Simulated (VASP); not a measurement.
Input of a VASP 6.6.1 run:

The input INCAR:

```
SYSTEM = TiC3
  PREC = Accurate
  ENCUT = 520
  EDIFF = 1E-7
  ISMEAR = 0
  SIGMA = 0.1
  LREAL = .FALSE.
  LASPH = .TRUE.
  NELM = 100
  ALGO = Normal
  ISIF = 2
  LWAVE = .FALSE.
  LCHARG = .TRUE.
  GGA = PE
  LELF = .TRUE.
  LVHAR = .TRUE.
  NBANDS = 20
```

Contents of KPOINTS:

```
regular mesh
0
G
  6 6 6
  0 0 0
```

File POSCAR:

```
TiC3
1.0
    4.0583111210      0.0000000000      0.0000000000
    0.0000000000      4.0583111210      0.0000000000
    0.0000000000      0.0000000000      4.0583111210
Ti C
1 3
Direct
    0.0000000000      0.0000000000      0.0000000000
    0.5000000000      0.0000000000      0.0000000000
    0.0000000000      0.5000000000      0.0000000000
    0.0000000000      0.0000000000      0.5000000000
```

Potentials or basis: VASP PAW PBE potentials, release 64 (Ti_sv, C).

Run with:

```console
$ cat potpaw_PBE.64/Ti_sv/POTCAR potpaw_PBE.64/C/POTCAR > POTCAR
$ mpirun -np 1 vasp_std > vasp.out
```

Task: Estimate the pressure.

Result: 0.0 GPa.

Task: Estimate the band gap on the k mesh.

Result: Zero (bands 12 and 13 overlap by 3.71 eV).
